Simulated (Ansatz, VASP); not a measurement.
**HfN in VASP and in Ansatz**

```
CELL_PARAMETERS angstrom
0.00000 2.25144 2.25144
2.25144 0.00000 2.25144
2.25144 2.25144 0.00000
ATOMIC_POSITIONS crystal
Hf 0.00000 0.00000 0.00000
N 0.50000 0.50000 0.50000
```

Change from the starting cell: volume scaled by 0.99.

Alike in both runs: task single point; functional PBEsol; k mesh 10 × 10 × 10; occupations fermi-dirac, width 0.01 eV; no spin polarisation.

|  | VASP | Ansatz |
| --- | --- | --- |
| version | VASP 6.6.1 | Ansatz 0.2.0 |
| potentials or method | VASP PAW PBE potentials, release 64 (Hf_pv, N), cutoff 600 eV | all-electron LAPW, scalar-relativistic |

Ansatz gave:

- pressure (GPa): -0.2

Which values does VASP return?

Pressure (GPa): -2.5.

VASP's potentials were made for PBE, not for PBEsol. Ansatz ran all-electron here, and VASP with PAW potentials.

Spin-orbit coupling is off throughout.
